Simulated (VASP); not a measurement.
# AlCo (P1) in VASP: notebook

Runs on AlCo. Level: PBE. Tasks: relaxation of cell and atoms, single point.

Program: VASP 6.6.1. These are calculated values, not measurements. Logs are shortened: lines on timing, memory, paths and dates and some standing lists are left out, and cuts for length are marked.

### 1 The cell of the first run

The typed cell holds 2 atoms: a = 2.707 Å, b = 3.164 Å, c = 2.700 Å, α = 89.43°, β = 95.59°, γ = 96.51°.

### 2 Relaxation of cell and atoms, PBE (cell sheared at random, sigma 0.06, atoms nudged by 0.01 Å)

Input file INCAR:

```
SYSTEM = AlCo
ALGO = Normal ; EDIFF = 1E-6
EDIFFG = -0.01 ; ENCUT = 600
GGA = PE ; IBRION = 2
ISIF = 3 ; ISMEAR = 0
LASPH = .True. ; LCHARG = .False.
LREAL = .False. ; LWAVE = .False.
NELM = 100 ; NSW = 100
PREC = Accurate ; SIGMA = 0.15
```

Input file KPOINTS:

```
k-points
0
Gamma
  12 12 12
  0 0 0
```

Input file POSCAR:

```
AlCo
1.0
    2.6988873886     -0.1654883243     -0.1315896043
   -0.1654883243      3.1601512876      0.0107255045
   -0.1315896043      0.0107255045      2.6966685544
Al Co
1 1
Direct
   -0.0009362611      0.0009321422      0.0006777688
    0.5009362611      0.4990678578      0.4993222312
```

Potentials or basis: VASP PAW PBE potentials, release 64 (Al, Co).

Run with:

```sh
$ cat potpaw_PBE.64/Al/POTCAR potpaw_PBE.64/Co/POTCAR > POTCAR
$ mpirun -np 1 vasp_std > vasp.out
```

OUTCAR:

```text
SYSTEM = AlCo
   EDIFF = 1E-6
   EDIFFG = -0.01
   ENCUT = 600
   GGA = PE
   IBRION = 2
   ISIF = 3
   ISMEAR = 0
   LASPH = .True.
   LREAL = .False.
   NELM = 100
   NSW = 100
   PREC = Accurate

 ion  position               nearest neighbor table
   1  0.999  0.001  0.001-   2 2.31   2 2.32   2 2.45   2 2.45   2 2.49   2 2.50   2 2.64   2 2.66

   2  0.501  0.499  0.499-   1 2.31   1 2.32   1 2.45   1 2.45   1 2.49   1 2.50   1 2.64   1 2.66

  LATTYP: Found a triclinic cell.
 ALAT       =     2.7071563209
 B/A-ratio  =     1.1689386217
 C/A-ratio  =     0.9973190407
 COS(alpha) =     0.0099011699
 COS(beta)  =     0.0973825968
 COS(gamma) =     0.1133462226

  Lattice vectors:

 A1 = (   2.6988873886,  -0.1654883243,  -0.1315896043)
 A2 = (   0.1654883243,  -3.1601512876,  -0.0107255045)
 A3 = (   0.1315896043,  -0.0107255045,  -2.6966685544)

Analysis of symmetry for initial positions (statically):
=====================================================================
 Subroutine PRICEL returns:
 Original cell was already a primitive cell.

 Routine SETGRP: Setting up the symmetry group for a
 triclinic supercell.

 Subroutine GETGRP returns: Found  1 space group operations
 (whereof  1 operations were pure point group operations)
 out of a pool of  2 trial point group operations.

The static configuration has the point symmetry C_1 .

Analysis of symmetry for dynamics (positions and initial velocities):
=====================================================================
 Subroutine PRICEL returns:
 Original cell was already a primitive cell.

 Routine SETGRP: Setting up the symmetry group for a
 triclinic supercell.

 Subroutine GETGRP returns: Found  1 space group operations
 (whereof  1 operations were pure point group operations)
 out of a pool of  2 trial point group operations.

The dynamic configuration has the point symmetry C_1 .

 Subroutine INISYM returns: Found  1 space group operations
 (whereof  1 operations are pure point group operations),
 and found     1 'primitive' translations

----------------------------------------------------------------------------------------

                                     Primitive cell

  volume of cell :      22.8712

  direct lattice vectors                    reciprocal lattice vectors
     2.698887389 -0.165488324 -0.131589604     0.372598420  0.019450496  0.018104361
    -0.165488324  3.160151288  0.010725505     0.019450496  0.317460179 -0.000313512
    -0.131589604  0.010725505  2.696668554     0.018104361 -0.000313512  0.371712611

  length of vectors
     2.707156321  3.164499579  2.699898545     0.373544739  0.318055632  0.372153370

  position of ions in fractional coordinates (direct lattice)
     0.999063739  0.000932142  0.000677769
     0.500936261  0.499067858  0.499322231

  ion indices of the primitive-cell ions
   primitive index   ion index
                 1           1
                 2           2

----------------------------------------------------------------------------------------

 KPOINTS: k-points

Automatic generation of k-mesh.
 Grid dimensions read from file:
 generate k-points for:   12   12   12

 Generating k-lattice:

  Cartesian coordinates                     Fractional coordinates (reciprocal lattice)
     0.031049868  0.001620875  0.001508697     0.083333333 -0.000000000  0.000000000
     0.001620875  0.026455015 -0.000026126     0.000000000  0.083333333 -0.000000000
     0.001508697 -0.000026126  0.030976051     0.000000000  0.000000000  0.083333333

  Length of vectors
     0.031128728  0.026504636  0.031012781

  Shift w.r.t. Gamma in fractional coordinates (k-lattice)
     0.000000000  0.000000000  0.000000000

 Subroutine IBZKPT returns following result:
 ===========================================

 Found    868 irreducible k-points:

 Following reciprocal coordinates:
            Coordinates               Weight
  0.000000  0.000000  0.000000      1.000000
  0.083333  0.000000  0.000000      2.000000
  0.166667 -0.000000 -0.000000      2.000000
  0.250000  0.000000  0.000000      2.000000
  0.333333 -0.000000 -0.000000      2.000000
  0.416667 -0.000000  0.000000      2.000000
[... 16 lines left out ...]
  0.250000  0.166667 -0.000000      2.000000
  0.333333  0.166667 -0.000000      2.000000
 [... further k-points ...]
   k-points           NKPTS =    868   k-points in BZ     NKDIM =    868   number of bands    NBANDS=     10
   number of dos      NEDOS =    301   number of ions     NIONS =      2
   total plane-waves  NPLWV =  16128
   dimension x,y,z NGX =    24 NGY =   28 NGZ =   24
   dimension x,y,z NGXF=    48 NGYF=   56 NGZF=   48
   ions per type =               1   1
   NGX,Y,Z   is equivalent  to a cutoff of  14.74, 14.71, 14.78 a.u.
   NGXF,Y,Z  is equivalent  to a cutoff of  29.48, 29.42, 29.56 a.u.
 SYSTEM =  AlCo
   PREC   = accura    normal or accurate (medium, high low for compatibility)
   ISTART =      0    job   : 0-new  1-cont  2-samecut
   ICHARG =      2    charge: 1-file 2-atom 10-const
   ISPIN  =      1    spin polarized calculation?
   LNONCOLLINEAR =      F non collinear calculations
   LSORBIT =      F    spin-orbit coupling
   LASPH  =      T    aspherical Exc in radial PAW
   ENCUT  =  600.0 eV  44.10 Ry    6.64 a.u.   5.41  6.32  5.39*2*pi/ulx,y,z
   NELM   =    100;   NELMIN=  2; NELMDL= -5     # of ELM steps
   EDIFF  = 0.1E-05   stopping-criterion for ELM
   LREAL  =      F    real-space projection
   EDIFFG = -.1E-01   stopping-criterion for IOM
   NSW    =    100    number of steps for IOM
   IBRION =      2    ionic relax: 0-MD 1-quasi-New 2-CG
   NFREE  =      1    steps in history (QN), initial steepest desc. (CG)
   ISIF   =      3    stress and relaxation
   ISYM   =      2    0-nonsym 1-usesym 2-fastsym
   POTIM  = 0.5000    time-step for ionic-motion
   TEBEG  =    0.0;   TEEND  =   0.0 temperature during run
   PSTRESS=    0.0 pullay stress
   NELECT =      12.0000    total number of electrons
   NUPDOWN=      -1.0000    fix difference up-down
   EMIN   =  10.00;   EMAX   =-10.00  energy-range for DOS
   EFERMI =   0.00;   METHOD = LEGACY
   ISMEAR =     0;   SIGMA  =   0.15  broadening in eV -4-tet -1-fermi 0-gaus
   EFERMI_NEDOS =   21; number of points for ismear=-14 and -15
   IALGO  =     38    algorithm
   IMIX   =      4    mixing-type and parameters
     AMIX     =   0.40;   BMIX     =  1.00
     AMIX_MAG =   1.60;   BMIX_MAG =  1.00
  volume/ion in A,a.u.               =      11.44        77.17
  Fermi-wavevector in a.u.,A,eV,Ry     =   1.320401  2.495195 23.721184  1.743458
  Thomas-Fermi vector in A             =   2.450229
   LORBIT       =      0    0 simple, 1 ext, 2 COOP (PROOUT), +10 PAW based schemes
   GGA     = PE    functional components
   LHFCALC =     F    Hartree Fock is set to
   AEXX    =    0.0000 exact exchange contribution
   IVDW    =     0    specifies the selected vdW correction
   LEPSILON=     F    determine dielectric tensor
   LRPA    =     F    only Hartree local field effects (RPA)
 conjugate gradient relaxation of ions
 non-spin polarized calculation
 Gauss-broadening in eV      SIGMA  =   0.15
  energy-cutoff  :      600.00
  volume of cell :       22.87
 maximum number of plane-waves:       777
 NGX is ok and might be reduce to    24
   NGX = 11   NGY = 13   NGZ = 11

--------------------------------------- Ionic step        1  -------------------------------------------

 number of electron      11.9999997 magnetization

 Free energy of the ion-electron system (eV)
  ---------------------------------------------------
  ext. energy  EPLUGINS =         0.00000000
  ---------------------------------------------------
  free energy    TOTEN  =       -11.64754804 eV

  energy without entropy =      -11.63496898  energy(sigma->0) =      -11.64125851

------------------------ aborting loop because EDIFF is reached ----------------------------------------

  FORCE on cell =-STRESS in cart. coord.  units (eV):
  Direction    XX          YY          ZZ          XY          YZ          ZX
  --------------------------------------------------------------------------------------
  -------------------------------------------------------------------------------------
  Total        1.6675865     -0.1128863      1.7908934      2.3044500      0.5374392      1.4874896
  in kB      116.8181622     -7.9079369    125.4560894    161.4318745     37.6488193    104.2019709
  external PRESSURE =      78.1221049 kB  Pullay stress =       0.0000000 kB
[... 57 lines left out ...]
  energy  without entropy=      -11.8570404754  energy(sigma->0) =      -11.86325131

--------------------------------------- Ionic step        3  -------------------------------------------

 number of electron      11.9999998 magnetization

 E-fermi :   9.5966     XC(G=0): -11.9883

 val. band max:        9.5956834788   @ k =  -0.4167   0.4167   0.5000
 cond. band min:       9.6062483198   @ k =   0.0000   0.4167   0.4167
 fundamental gap:      0.0105648410
 Fermi energy:         9.5966299905

 k-point     1 :       0.0000    0.0000    0.0000
  band No.  band energies     occupation
      1      -0.8814      2.00000
      2       7.0169      2.00000
      3       7.2231      2.00000
      4       8.9503      2.00000
      5       9.0395      2.00000
      6       9.3380      1.98524
      7      12.9789      0.00000
      8      16.8190      0.00000
      9      17.0782      0.00000
     10      17.4091      0.00000
[... 328 lines left out ...]
  FREE ENERGIE OF THE ION-ELECTRON SYSTEM (eV)
  ---------------------------------------------------
  free  energy   TOTEN  =       -11.8699335338 eV

  energy  without entropy=      -11.8574566255  energy(sigma->0) =      -11.86369508

[... ionic steps 4 to 8 ...]

--------------------------------------- Ionic step        9  -------------------------------------------

 number of electron      11.9999999 magnetization

------------------------ aborting loop because EDIFF is reached ----------------------------------------

  FORCE on cell =-STRESS in cart. coord.  units (eV):
  Direction    XX          YY          ZZ          XY          YZ          ZX
  --------------------------------------------------------------------------------------
  -------------------------------------------------------------------------------------
  Total       -0.0908952     -0.1030351     -0.0734349      0.0382026      0.0393969     -0.0245212
  in kB       -6.2582959     -7.0941511     -5.0561203      2.6303183      2.7125463     -1.6883256
  external PRESSURE =      -6.1361891 kB  Pullay stress =       0.0000000 kB
[... 57 lines left out ...]
  energy  without entropy=      -11.9829454066  energy(sigma->0) =      -11.98779640

--------------------------------------- Ionic step       11  -------------------------------------------

 number of electron      11.9999998 magnetization

 Free energy of the ion-electron system (eV)
  ---------------------------------------------------
  ext. energy  EPLUGINS =         0.00000000
  ---------------------------------------------------
  free energy    TOTEN  =       -11.99274378 eV

  energy without entropy =      -11.98299899  energy(sigma->0) =      -11.98787139

 E-fermi :  10.5478     XC(G=0): -12.2575

 val. band max:       10.5440253307   @ k =  -0.4167  -0.0000   0.4167
 cond. band min:      10.5617090030   @ k =   0.5000   0.4167   0.1667
 fundamental gap:      0.0176836723
 Fermi energy:        10.5477873807

 k-point     1 :       0.0000    0.0000    0.0000
  band No.  band energies     occupation
      1      -0.5101      2.00000
      2       7.6013      2.00000
      3       7.6022      2.00000
      4       9.7112      2.00000
      5       9.7123      2.00000
      6       9.7140      2.00000
      7      16.5034      0.00000
      8      16.5080      0.00000
      9      16.5220      0.00000
     10      19.2801      0.00000
[... 328 lines left out ...]
  FREE ENERGIE OF THE ION-ELECTRON SYSTEM (eV)
  ---------------------------------------------------
  free  energy   TOTEN  =       -11.9927437842 eV

  energy  without entropy=      -11.9829989882  energy(sigma->0) =      -11.98787139

 reached required accuracy - stopping structural energy minimisation
```

Wall time 12 min (1 thread of Intel Xeon Platinum 8488C (Sapphire Rapids), shared host); peak memory 0.44 GiB.

Results:

- Free energy: -11.9927 eV
- Relaxed volume: 11.59 Å³/atom
- Relaxed cell: a = 2.852 Å, b = 2.852 Å, c = 2.851 Å, α = 90.00°, β = 90.02°, γ = 90.04°
- Space group after relaxing (to 0.05 Å): Pm-3m (No. 221)
- Energy gained by relaxing: 172.6 meV/atom
- Ionic steps: 11
- Pressure after relaxing: 0.1 GPa
- Band gap on the k mesh: zero (band 6 reaches 12.94 eV, above the bottom of band 7 at 10.31 eV)

Forces on the atoms (eV/Å):
```
Al  -0.002  0.001  0.000
Co   0.002 -0.001  0.000
```

The path:
| step | energy change (eV) | largest force (eV/Å) | pressure (GPa) | volume (Å³) |
| --- | --- | --- | --- | --- |
| 1 | 0.0000 | 0.0414 | 7.81 | 22.87 |
| 2 | -0.2219 | 0.0298 | -8.26 | 24.65 |
| 3 | -0.2224 | 0.0301 | -7.33 | 24.51 |
| 4 | -0.3063 | 0.0202 | 1.32 | 23.11 |
| 5 | -0.3063 | 0.0206 | 1.13 | 23.14 |
| 6 | -0.3368 | 0.0040 | 0.74 | 23.12 |
| 7 | -0.3420 | 0.0130 | 0.82 | 23.09 |
| 8 | -0.3448 | 0.0041 | -0.91 | 23.31 |
| 9 | -0.3449 | 0.0054 | -0.61 | 23.27 |
| 10 | -0.3451 | 0.0006 | 0.45 | 23.13 |
| 11 | -0.3452 | 0.0025 | 0.07 | 23.19 |

Final structure:
```cif
data_structure
_symmetry_space_group_name_H-M 'P 1'
_symmetry_Int_Tables_number 1
_cell_length_a 2.8520
_cell_length_b 2.8518
_cell_length_c 2.8506
_cell_angle_alpha 90.004
_cell_angle_beta 90.017
_cell_angle_gamma 90.039
_cell_volume 23.19
loop_
_atom_site_label
_atom_site_type_symbol
_atom_site_fract_x
_atom_site_fract_y
_atom_site_fract_z
_atom_site_occupancy
Al1 Al 0.00005 0.99997 0.99999 1
Co1 Co 0.49995 0.50003 0.50001 1
```

Caveat: the cell differs from its parent crystal (cell sheared at random, sigma 0.06, atoms nudged by 0.01 Å). Spin polarisation is off, so any magnetic state and its effect on volume and gap are missing.

### 3 Single point, PBE

Input file INCAR:

```
SYSTEM = AlCo
PREC = Accurate
ENCUT = 520
EDIFF = 1E-7
ISMEAR = 0
SIGMA = 0.15
LREAL = .False.
LASPH = .True.
NELM = 100
ALGO = Normal
ISIF = 2
LWAVE = .False.
LCHARG = .False.
GGA = PE
NBANDS = 13
```

Input file KPOINTS:

```
regular mesh
0
Gamma
  12 12 12
  0 0 0
```

POSCAR is that of step 2.

Potentials or basis: VASP PAW PBE potentials, release 64 (Al, Co).

Run with:

```sh
$ cat potpaw_PBE.64/Al/POTCAR potpaw_PBE.64/Co/POTCAR > POTCAR
$ mpirun -np 1 vasp_std > vasp.out
```

Wall time 2.2 min (1 thread of Intel Xeon Platinum 8488C (Sapphire Rapids), shared host); peak memory 0.37 GiB.

Results (log left out):

```yaml
Free_energy: -11.6476 eV
Pressure: 7.8 GPa
Largest_force: 0.041 eV/Å
Band_gap_on_the_k_mesh: zero (band 6 reaches 12.12 eV, above the bottom of band 7 at 10.10 eV)
```

Forces in eV/Å, atoms in the order of the input:
```
Al   0.005 -0.035 -0.021
Co  -0.005  0.035  0.021
```

Stress tensor (GPa, compression positive):
```
11.71 16.15 10.42
16.15 -0.77  3.77
10.42  3.77 12.57
```

Levels at points of the mesh, in eV from the Fermi level:
| k point | band 2 | band 3 | band 4 | band 5 | band 6 | band 7 | band 8 | band 9 | band 10 | band 11 |
| --- | --- | --- | --- | --- | --- | --- | --- | --- | --- | --- |
| (0.00, 0.00, 0.00) | -2.85 | -2.50 | -0.80 | -0.53 | -0.15 | 2.95 | 7.87 | 8.29 | 8.76 | 9.78 |
| (0.50, 0.00, 0.00) | -5.83 | -2.29 | -1.91 | -0.98 | -0.44 | 1.03 | 6.64 | 9.41 | 9.44 | 12.74 |
| (0.00, 0.50, 0.00) | -6.66 | -2.21 | -1.23 | -0.91 | -0.35 | -0.12 | 8.75 | 12.31 | 12.45 | 12.75 |
| (0.50, 0.50, 0.00) | -3.49 | -2.84 | -1.66 | -0.96 | -0.80 | -0.29 | 2.30 | 3.92 | 13.61 | 15.47 |
| (0.00, 0.00, 0.50) | -5.86 | -2.21 | -1.99 | -0.92 | -0.49 | 1.02 | 8.07 | 8.21 | 10.13 | 12.71 |
| (0.50, 0.00, 0.50) | -2.56 | -2.40 | -1.71 | -1.64 | -0.67 | 0.44 | 3.40 | 5.31 | 9.84 | 13.02 |
| (0.00, 0.50, 0.50) | -3.08 | -2.80 | -2.18 | -0.93 | -0.87 | -0.21 | 2.66 | 3.37 | 13.06 | 15.23 |
| (0.50, 0.50, 0.50) | -3.58 | -3.31 | -0.19 | 0.45 | 1.34 | 2.79 | 3.65 | 4.36 | 5.60 | 5.73 |

Spin polarisation is off, so any magnetic state and its effect on volume and gap are missing.
